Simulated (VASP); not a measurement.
Write the native input for VASP 6.6.1 that does the following.

```yaml
Task: single point
Functional: r2SCAN
Potentials_or_basis: VASP PAW PBE potentials, release 64 (Cd, Te)
Cutoff: 550 eV
k_mesh: 6 × 6 × 6
Occupations: gaussian, width 0.1 eV
Spin: no spin polarisation
Dipole_correction: no
Further_INCAR_settings: ALGO = Normal; EDIFF = 1e-06; NBANDS = 16
```

CdTe:

```
Cd Te
1.0
     0.00000    3.20500    3.20500
     3.20500    0.00000    3.20500
     3.20500    3.20500    0.00000
Cd Te
1 1
Direct
  0.00000 0.00000 0.00000
  0.25000 0.25000 0.25000
```

The input as run:

POSCAR

```
CdTe
1.0
    0.0000000000      3.2050000000      3.2050000000
    3.2050000000      0.0000000000      3.2050000000
    3.2050000000      3.2050000000      0.0000000000
Cd Te
1 1
Direct
    0.0000000000      0.0000000000      0.0000000000
    0.2500000000      0.2500000000      0.2500000000
```

INCAR.step1

```
PREC     = Accurate       # precision mode
ENCUT    = 550            # plane-wave cutoff, eV
ISMEAR   = 0              # smearing method
SIGMA    = 0.1            # smearing width, eV
LREAL    = False          # projectors in reciprocal space
LASPH    = True           # aspherical terms in the spheres
NELM     = 120            # most SCF steps
NBANDS   = 16             # bands
GGA      = PE             # functional
ALGO     = Normal         # electronic algorithm
EDIFF    = 1E-5           # SCF threshold, eV
LWAVE    = True           # write WAVECAR
LCHARG   = False          # write CHGCAR
GGA_COMPAT= False
```

INCAR.step2

```
PREC     = Accurate       # precision mode
ENCUT    = 550            # plane-wave cutoff, eV
EDIFF    = 1E-6           # SCF threshold, eV
ISMEAR   = 0              # smearing method
SIGMA    = 0.1            # smearing width, eV
LREAL    = False          # projectors in reciprocal space
LASPH    = True           # aspherical terms in the spheres
NELM     = 120            # most SCF steps
ALGO     = Normal         # electronic algorithm
ISIF     = 2              # what is computed and relaxed
LWAVE    = False          # write WAVECAR
LCHARG   = False          # write CHGCAR
METAGGA  = R2SCAN         # meta-GGA
LMIXTAU  = True         
NBANDS   = 16             # bands
ISTART   = 1            
GGA_COMPAT= False
```

KPOINTS

```
Automatic mesh
0
Gamma
  6 6 6
```

Potentials or basis: VASP PAW PBE potentials, release 64 (Cd, Te).

The run is started by

```sh
$ cat potpaw_PBE.64/Cd/POTCAR potpaw_PBE.64/Te/POTCAR > POTCAR
$ cp INCAR.step1 INCAR
$ mpirun -np 1 vasp_std > vasp.out
$ cp INCAR.step2 INCAR
$ mpirun -np 1 vasp_std > vasp.out
```

It gave:

```json
{
 "Pressure": "3.4 GPa",
 "Band gap on the k mesh": "1.38 eV, direct"
}
```

Caveat: the PAW data sets were made with another functional, which shifts forces and pressure a little; spin-orbit coupling is left out, which moves the levels of the heavy elements.

It took 49 s on 1 thread of Intel(R) Xeon(R) Platinum 8375C CPU @ 2.90GHz (Ice Lake), on a shared host, peak memory 0.22 GiB.
